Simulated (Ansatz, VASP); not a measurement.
# Two plane-wave programs on Al

```
CELL_PARAMETERS angstrom
2.81246 0.00000 0.00000
-1.40623 2.43566 0.00000
0.00000 0.00000 4.86685
ATOMIC_POSITIONS crystal
Al 0.33333 0.66667 0.25000
Al 0.66667 0.33333 0.75000
```

Alike in both runs: functional PBE0; k mesh 6 × 6 × 3; occupations fermi-dirac, width 0.05 eV; no spin polarisation.

|  | VASP | Ansatz |
| --- | --- | --- |
| version | VASP 6.6.1 | Ansatz 0.2.0 |
| potentials or method | VASP PAW PBE potentials, release 64 (Al) | Ansatz PAW |
| plane-wave cutoff (eV) | 520 | 420 |
| valence electrons in the cell | 6 | 6 |
| task | single point | projected density of states |

Ansatz gave:

| Quantity | Value |
| --- | --- |
| gap on the k mesh at the Fermi level (eV) | none |
| pressure (GPa) | 1.0 |
| traceless stress, the component that is largest in VASP (GPa) | -6.58 |

Problem. What did VASP give for the same quantities?

Solution. gap on the k mesh at the Fermi level (eV): none; pressure (GPa): 0.9; traceless stress, the component that is largest in VASP (GPa): -6.43.

A gap of «none» marks a metal or a gap that the smearing closes. The functional is the same, so the differences come from potentials, cutoffs and numerics.

The k mesh is coarse, so the values compare programs but aren't converged.
